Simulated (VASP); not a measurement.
# GaN in VASP: further runs, part 2 of 2

VASP 6.6.1.

**5. Single point, PBE (uniaxial strain along a: -2.0 %, then relaxed in part)**

INCAR reads:

```
SYSTEM = GaN
ALGO = Normal ; EDIFF = 1E-7
ENCUT = 520 ; GGA = PE
ISIF = 2 ; ISMEAR = 0
LASPH = .TRUE. ; LCHARG = .TRUE.
LELF = .TRUE. ; LREAL = .FALSE.
LVHAR = .TRUE. ; LWAVE = .FALSE.
NBANDS = 26 ; NELM = 80
PREC = Accurate ; SIGMA = 0.02
```

KPOINTS reads:

```
k-points
0
G
  12 12 6
  0 0 0
```

POSCAR reads:

```
GaN
1.0
    3.1540032578     -0.0009531865      0.0000000000
   -1.5778481708      2.8046127505      0.0000000000
    0.0000000000      0.0000000000      5.2595174343
Ga N
2 2
Direct
    0.6659266350      0.3319059519      0.4999566282
    0.3340733650      0.6680940481      0.9999566282
    0.6640475737      0.3283214338      0.8750433718
    0.3359524263      0.6716785662      0.3750433718
```

Potentials or basis: VASP PAW PBE potentials, release 64 (Ga_d, N).

Command:

```console
$ cat potpaw_PBE.64/Ga_d/POTCAR potpaw_PBE.64/N/POTCAR > POTCAR
$ mpirun -np 1 vasp_std > vasp.out
```

OUTCAR:

```text
SYSTEM = GaN
   EDIFF = 1E-7
   ENCUT = 520
   GGA = PE
   ISIF = 2
   ISMEAR = 0
   LASPH = .TRUE.
   LREAL = .FALSE.
   NELM = 80
   PREC = Accurate

 ion  position               nearest neighbor table
   1  0.666  0.332  0.500-   4 1.96   4 1.96   4 1.96   3 1.97
   2  0.334  0.668  1.000-   3 1.96   3 1.96   3 1.96   4 1.97
   3  0.664  0.328  0.875-   2 1.96   2 1.96   2 1.96   1 1.97
   4  0.336  0.672  0.375-   1 1.96   1 1.96   1 1.96   2 1.97

  LATTYP: Found a simple monoclinic cell.
 ALAT       =     3.1540034018
 B/A-ratio  =     1.6675687259
 C/A-ratio  =     1.0197607687
 COS(beta)  =    -0.4897843909

  Lattice vectors:

 A1 = (   3.1540032578,  -0.0009531865,   0.0000000000)
 A2 = (   0.0000000000,   0.0000000000,   5.2595174343)
 A3 = (  -1.5761550870,  -2.8036595640,   0.0000000000)

Analysis of symmetry for initial positions (statically):
=====================================================================
 Subroutine PRICEL returns:
 Original cell was already a primitive cell.

 Routine SETGRP: Setting up the symmetry group for a
 simple monoclinic supercell.

 Subroutine GETGRP returns: Found  2 space group operations
 (whereof  1 operations were pure point group operations)
 out of a pool of  4 trial point group operations.

The static configuration has the point symmetry C_1 .
 The point group associated with its full space group is C_2 .

Analysis of symmetry for dynamics (positions and initial velocities):
=====================================================================
 Subroutine PRICEL returns:
 Original cell was already a primitive cell.

 Routine SETGRP: Setting up the symmetry group for a
 simple monoclinic supercell.

 Subroutine GETGRP returns: Found  2 space group operations
 (whereof  1 operations were pure point group operations)
 out of a pool of  4 trial point group operations.

The dynamic configuration has the point symmetry C_1 .
 The point group associated with its full space group is C_2 .

 Subroutine INISYM returns: Found  2 space group operations
 (whereof  1 operations are pure point group operations),
 and found     1 'primitive' translations

----------------------------------------------------------------------------------------

                                     Primitive cell

  volume of cell :      46.5165

  direct lattice vectors                    reciprocal lattice vectors
     3.154003258 -0.000953187  0.000000000     0.317111293  0.178403765  0.000000000
    -1.577848171  2.804612751  0.000000000     0.000107775  0.356616097  0.000000000
     0.000000000  0.000000000  5.259517434     0.000000000  0.000000000  0.190131512

  length of vectors
     3.154003402  3.217989672  5.259517434     0.363850898  0.356616113  0.190131512

  position of ions in fractional coordinates (direct lattice)
     0.665926635  0.331905952  0.499956628
     0.334073365  0.668094048  0.999956628
     0.664047574  0.328321434  0.875043372
     0.335952426  0.671678566  0.375043372

  ion indices of the primitive-cell ions
   primitive index   ion index
[... 22 lines left out ...]

  Shift w.r.t. Gamma in fractional coordinates (k-lattice)
     0.000000000  0.000000000  0.000000000

 Subroutine IBZKPT returns following result:
 ===========================================

 Found    296 irreducible k-points:

 Following reciprocal coordinates:
            Coordinates               Weight
  0.000000  0.000000  0.000000      1.000000
  0.083333 -0.000000  0.000000      2.000000
  0.166667 -0.000000  0.000000      2.000000
  0.250000 -0.000000  0.000000      2.000000
  0.333333  0.000000  0.000000      2.000000
  0.416667 -0.000000  0.000000      2.000000
[... 16 lines left out ...]
  0.250000  0.166667  0.000000      2.000000
  0.333333  0.166667  0.000000      2.000000
 [... further k-points ...]
   k-points           NKPTS =    296   k-points in BZ     NKDIM =    296   number of bands    NBANDS=     26
   number of dos      NEDOS =    301   number of ions     NIONS =      4
   total plane-waves  NPLWV =  23040
   dimension x,y,z NGX =    24 NGY =   24 NGZ =   40
   dimension x,y,z NGXF=    48 NGYF=   48 NGZF=   80
   ions per type =               2   2
   NGX,Y,Z   is equivalent  to a cutoff of  12.65, 12.40, 12.64 a.u.
   NGXF,Y,Z  is equivalent  to a cutoff of  25.30, 24.80, 25.29 a.u.
 SYSTEM =  GaN
   PREC   = accura    normal or accurate (medium, high low for compatibility)
   ISTART =      0    job   : 0-new  1-cont  2-samecut
   ICHARG =      2    charge: 1-file 2-atom 10-const
   ISPIN  =      1    spin polarized calculation?
   LNONCOLLINEAR =      F non collinear calculations
   LSORBIT =      F    spin-orbit coupling
   LASPH  =      T    aspherical Exc in radial PAW
   ENCUT  =  520.0 eV  38.22 Ry    6.18 a.u.   5.86  5.98  9.78*2*pi/ulx,y,z
   NELM   =     80;   NELMIN=  2; NELMDL= -5     # of ELM steps
   EDIFF  = 0.1E-06   stopping-criterion for ELM
   LREAL  =      F    real-space projection
   EDIFFG = 0.1E-05   stopping-criterion for IOM
   NSW    =      0    number of steps for IOM
   IBRION =     -1    ionic relax: 0-MD 1-quasi-New 2-CG
   NFREE  =      0    steps in history (QN), initial steepest desc. (CG)
   ISIF   =      2    stress and relaxation
   ISYM   =      2    0-nonsym 1-usesym 2-fastsym
   POTIM  = 0.5000    time-step for ionic-motion
   TEBEG  =    0.0;   TEEND  =   0.0 temperature during run
   PSTRESS=    0.0 pullay stress
   NELECT =      36.0000    total number of electrons
   NUPDOWN=      -1.0000    fix difference up-down
   EMIN   =  10.00;   EMAX   =-10.00  energy-range for DOS
   EFERMI =   0.00;   METHOD = LEGACY
   ISMEAR =     0;   SIGMA  =   0.02  broadening in eV -4-tet -1-fermi 0-gaus
   EFERMI_NEDOS =   21; number of points for ismear=-14 and -15
   IALGO  =     38    algorithm
   IMIX   =      4    mixing-type and parameters
     AMIX     =   0.40;   BMIX     =  1.00
     AMIX_MAG =   1.60;   BMIX_MAG =  1.00
  volume/ion in A,a.u.               =      11.63        78.48
  Fermi-wavevector in a.u.,A,eV,Ry     =   1.503050  2.840352 30.737710  2.259158
  Thomas-Fermi vector in A             =   2.614210
   LORBIT       =      0    0 simple, 1 ext, 2 COOP (PROOUT), +10 PAW based schemes
   GGA     = PE    functional components
   LHFCALC =     F    Hartree Fock is set to
   AEXX    =    0.0000 exact exchange contribution
   IVDW    =     0    specifies the selected vdW correction
   LEPSILON=     F    determine dielectric tensor
   LRPA    =     F    only Hartree local field effects (RPA)
 non-spin polarized calculation
 Gauss-broadening in eV      SIGMA  =   0.02
  energy-cutoff  :      520.00
  volume of cell :       46.52
 maximum number of plane-waves:      1290
   NGX = 11   NGY = 11   NGZ = 19

 number of electron      35.9999977 magnetization

 Free energy of the ion-electron system (eV)
  ---------------------------------------------------
  ext. energy  EPLUGINS =         0.00000000
  ---------------------------------------------------
  free energy    TOTEN  =       -24.31062981 eV

  energy without entropy =      -24.31062981  energy(sigma->0) =      -24.31062981

 E-fermi :   5.3248     XC(G=0): -11.5753

 val. band max:        5.2242490988   @ k =   0.0000   0.0000   0.0000
 cond. band min:       6.8902084866   @ k =   0.0000   0.0000   0.0000
 fundamental gap:      1.6659593878
 Fermi energy:         5.3247947090

 k-point     1 :       0.0000    0.0000    0.0000
  band No.  band energies     occupation
      1     -10.7000      2.00000
      2      -9.8448      2.00000
      3      -8.3079      2.00000
      4      -8.2996      2.00000
      5      -8.2793      2.00000
      6      -8.2416      2.00000
[... 685 lines left out ...]
     25      17.0122      0.00000
     26      18.3079      0.00000

 [... further k-points ...]

------------------------ aborting loop because EDIFF is reached ----------------------------------------

  FORCE on cell =-STRESS in cart. coord.  units (eV):
  Direction    XX          YY          ZZ          XY          YZ          ZX
  --------------------------------------------------------------------------------------
  -------------------------------------------------------------------------------------
  Total        1.6934198      0.0308323      0.0274064      0.0175202      0.0000000      0.0000000
  in kB       58.3267963      1.0619618      0.9439644      0.6034522      0.0000000      0.0000000
  external PRESSURE =      20.1109075 kB  Pullay stress =       0.0000000 kB

 VOLUME and BASIS-vectors are now :
 -----------------------------------------------------------------------------
  energy-cutoff  :      520.00
  volume of cell :       46.52
      direct lattice vectors                 reciprocal lattice vectors
     3.154003258 -0.000953187  0.000000000     0.317111293  0.178403765  0.000000000
    -1.577848171  2.804612751  0.000000000     0.000107775  0.356616097  0.000000000
     0.000000000  0.000000000  5.259517434     0.000000000  0.000000000  0.190131512

 POSITION                                       TOTAL-FORCE (eV/Angst)
 -----------------------------------------------------------------------------------
      1.57664      0.93023      2.62953         0.000042      0.000734     -0.000546
     -0.00048      1.87343      5.25929        -0.000042     -0.000734     -0.000546
      1.57637      0.92018      4.60231         0.000066      0.000853      0.000546
     -0.00021      1.88348      1.97255        -0.000066     -0.000853      0.000546
 -----------------------------------------------------------------------------------
    total drift:                               -0.000001     -0.000001     -0.000722

  FREE ENERGIE OF THE ION-ELECTRON SYSTEM (eV)
  ---------------------------------------------------
  free  energy   TOTEN  =       -24.3106298138 eV

  energy  without entropy=      -24.3106298138  energy(sigma->0) =      -24.31062981
```

stdout:

```text
POSCAR found type information on POSCAR GaN
 POSCAR found :  2 types and       4 ions
 scaLAPACK will be used
 LDA part: xc-table for (Slater+PW92), standard interpolation
 POSCAR, INCAR and KPOINTS ok, starting setup
 FFT: planning ... GRIDC
 FFT: planning ... GRID_SOFT
 FFT: planning ... GRID
 WAVECAR not read
 entering main loop
```

It took 7.4 min on 1 thread of Intel Xeon 8259CL, shared host; peak memory 0.39 GiB.

What came out:

```
Free energy            : -24.3106 eV
Pressure               : 2.0 GPa
Band gap on the k mesh : 1.67 eV
```

Caveat: the cell differs from its parent crystal (uniaxial strain along a: -2.0 %, then relaxed in part); the stress differs along the axes, from 0 to 6 GPa.

**6. Single point, PBE**

This run uses another cell than the first one: it holds 48 atoms, not 4.

INCAR reads:

```
SYSTEM = GaN
PREC = Accurate
ENCUT = 520
EDIFF = 1E-6
ISMEAR = 0
SIGMA = 0.01
LREAL = Auto
LASPH = .TRUE.
NELM = 60
ALGO = Normal
ISIF = 2
LWAVE = .FALSE.
LCHARG = .FALSE.
GGA = PE
NBANDS = 246
```

KPOINTS reads:

```
Automatic mesh
0
Gamma
  2 2 2
  0.5 0.5 0.5
```

POSCAR reads:

```
GaN
1.0
   -3.2183708160      5.5743817707     -5.2431684095
    6.4367416318      0.0000000001     -5.2431684095
   -3.2183708159     -5.5743817708     -5.2431684095
Ga N
24 24
Direct
    0.0002883790      0.1669550456      0.3336217123
    0.6669550456      0.3336217123      0.5002883790
    0.3336217123      0.0002883790      0.1669550456
    0.1669550456      0.8336217123      0.5002883790
    0.8336217123      0.5002883790      0.1669550456
    0.5002883790      0.6669550456      0.3336217123
    0.1669550456      0.3336217123      0.0002883790
    0.8336217123      0.0002883790      0.6669550456
    0.5002883790      0.1669550456      0.8336217123
    0.0002883790      0.6669550456      0.8336217123
    0.6669550456      0.8336217123      0.0002883790
    0.3336217123      0.5002883790      0.6669550456
    0.0002883790      0.8336217123      0.1669550456
    0.6669550456      0.0002883790      0.3336217123
    0.3336217123      0.6669550456      0.0002883790
    0.1669550456      0.5002883790      0.3336217123
    0.8336217123      0.1669550456      0.0002883790
    0.5002883790      0.3336217123      0.1669550456
    0.1669550456      0.0002883790      0.8336217123
    0.8336217123      0.6669550456      0.5002883790
    0.5002883790      0.8336217123      0.6669550456
    0.0002883790      0.3336217123      0.6669550456
    0.6669550456      0.5002883790      0.8336217123
    0.3336217123      0.1669550456      0.5002883790
    0.8747116210      0.0413782877      0.2080449544
    0.5413782877      0.2080449544      0.3747116210
    0.2080449544      0.8747116210      0.0413782877
    0.0413782877      0.7080449544      0.3747116210
    0.7080449544      0.3747116210      0.0413782877
    0.3747116210      0.5413782877      0.2080449544
    0.0413782877      0.2080449544      0.8747116210
    0.7080449544      0.8747116210      0.5413782877
    0.3747116210      0.0413782877      0.7080449544
    0.8747116210      0.5413782877      0.7080449544
    0.5413782877      0.7080449544      0.8747116210
    0.2080449544      0.3747116210      0.5413782877
    0.2080449544      0.0413782877      0.3747116210
    0.8747116210      0.2080449544      0.5413782877
    0.5413782877      0.8747116210      0.2080449544
    0.3747116210      0.7080449544      0.5413782877
    0.0413782877      0.3747116210      0.2080449544
    0.7080449544      0.5413782877      0.3747116210
    0.3747116210      0.2080449544      0.0413782877
    0.0413782877      0.8747116210      0.7080449544
    0.7080449544      0.0413782877      0.8747116210
    0.2080449544      0.5413782877      0.8747116210
    0.8747116210      0.7080449544      0.0413782877
    0.5413782877      0.3747116210      0.7080449544
```

Potentials or basis: VASP PAW PBE potentials, release 64 (Ga_d, N).

Command:

```console
$ cat potpaw_PBE.64/Ga_d/POTCAR potpaw_PBE.64/N/POTCAR > POTCAR
$ mpirun -np 1 vasp_std > vasp.out
```

Wall time 14 min (1 thread of Intel Xeon Platinum 8259CL at 2.50GHz (Skylake/Cascade Lake), shared host); peak memory 0.65 GiB.

It converged, with:

```
Free energy            : -291.9654 eV
Pressure               : 0.1 GPa
Band gap on the k mesh : 3.09 eV
```

Levels at points of the mesh, in eV from the valence-band top:
| k point | band 212 | band 213 | band 214 | band 215 | band 216 | band 217 | band 218 | band 219 | band 220 | band 221 |
| --- | --- | --- | --- | --- | --- | --- | --- | --- | --- | --- |
| (0.25, 0.25, 0.25) | -0.69 | -0.69 | -0.69 | 0.00 | 0.00 | 3.09 | 4.32 | 4.36 | 4.36 | 4.36 |

Caveat: a shifted mesh leaves out Γ, where band edges can lie.

**7. The runs side by side**

| task | cell | k mesh | cutoff (eV) | smearing | gap on the mesh (eV) | pressure (GPa) |
| --- | --- | --- | --- | --- | --- | --- |
| relaxation of cell and atoms | relaxed from a = 3.189, b = 3.189, c = 5.192 Å, angles 90.0, 90.0, 120.0°, 4 atoms, atomic positions A | 12 × 12 × 6 | 600 | gaussian 0.02 eV | 1.72 | 0.0 |
| single point | a = 3.090, b = 3.218, c = 5.275 Å, angles 90.0, 90.0, 118.8°, 4 atoms, atomic positions B | 12 × 12 × 6 | 520 | gaussian 0.02 eV | 1.59 | 4.1 |
| single point | a = 3.090, b = 3.211, c = 5.296 Å, angles 90.0, 90.0, 118.8°, 4 atoms, atomic positions C | 12 × 12 × 6 | 520 | gaussian 0.02 eV | 1.60 | 4.0 |
| single point | a = 3.154, b = 3.218, c = 5.260 Å, angles 90.0, 90.0, 119.4°, 4 atoms, atomic positions C | 12 × 12 × 6 | 520 | gaussian 0.02 eV | 1.67 | 2.0 |
| single point | a = 8.302 Å, angles 84.4°, 48 atoms, atomic positions D | 2 × 2 × 2, shifted | 520 | gaussian 0.01 eV | 3.09 | 0.1 |

Alike in all rows: level PBE; potentials or basis VASP PAW PBE potentials, release 64 (Ga_d, N); no spin polarisation.

Caveats: the stress differs along the axes, from 0 to 12 GPa (at least some runs); the stress differs along the axes, from -2 to 14 GPa (at least some runs); the stress differs along the axes, from 0 to 6 GPa (at least some runs); a shifted mesh leaves out Γ, where band edges can lie (at least some runs).

Absolute energies hang on the potentials; compare differences alone.
